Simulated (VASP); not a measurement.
Al, 17 atoms in the cell. The cell holds a wire or tube with vacuum around it, 17 atoms: a = 17.500 Å, b = 19.300 Å, c = 2.687 Å, α = 90.00°, β = 90.00°, γ = 90.00°. 

```yaml
Program: VASP 6.6.1
Task: single point
Functional: PBEsol
Potentials_or_basis: VASP PAW PBE potentials, release 64 (Al)
Cutoff: 520 eV
k_mesh: 1 × 1 × 19
Occupations: gaussian, width 0.05 eV
Spin: no spin polarisation
Dipole_correction: no
Further_INCAR_settings: LREAL = Auto; ALGO = Normal; EDIFF = 1e-07; NBANDS = 40
```

Potentials or basis: VASP PAW PBE potentials, release 64 (Al).

Command:

```bash
$ cat potpaw_PBE.64/Al/POTCAR > POTCAR
$ mpirun -np 1 vasp_std > vasp.out
```

Hardware: 1 thread of Intel(R) Xeon(R) 6975P-C (Granite Rapids) (shared host).

How long does it take, and how much memory?

Wall time 6.6 min on 1 thread of Intel(R) Xeon(R) 6975P-C (Granite Rapids), with other jobs on the host, peak memory 0.84 GiB. Counts: scf iterations 25, k points 10.
